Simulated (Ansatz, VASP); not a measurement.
One calculation of Zr2Si3, two programs

```
Zr Si
1.0
     4.86353    0.00000    0.00000
     0.00000    4.86353    0.00000
     0.00000    0.00000    4.86353
Zr Si
2 3
Direct
  0.00000 0.00000 0.00000
  0.50000 0.50000 0.50000
  0.50000 0.00000 0.00000
  0.00000 0.50000 0.00000
  0.00000 0.00000 0.50000
```

Alike in both runs: task relaxation of cell and atoms; functional PBE; k mesh 8 × 8 × 8; occupations gaussian, width 0.1 eV; collinear spin.

|  | VASP | Ansatz |
| --- | --- | --- |
| version | VASP 6.6.1 | Ansatz 0.2.0 |
| potentials or method | VASP PAW PBE potentials, release 64 (Zr_sv, Si), cutoff 600 eV | scalar-relativistic, plane waves, PAW |
| valence electrons in the cell | 36 | 36 |

|  | VASP | Ansatz | Ansatz less VASP |
| --- | --- | --- | --- |
| gap on the k mesh at the Fermi level, each at its own relaxed structure (eV) | none | none | - |
| net moment per atom (μB) | 0.00 | 0.10 | +0.099 |
| size of the moment on the site where the two differ most (μB) | 0.00 | 0.36 | +0.364 |
| relaxed volume (Å³/atom) | 23.08 | 23.09 | +0.007 |
| relaxed length of the cell vector where the two differ most in proportion (Å) | 4.869 | 4.869 | +0.0005 |

Site moments also hang on the region over which each program counts them. A gap of «none» marks a metal or a gap that the smearing closes.
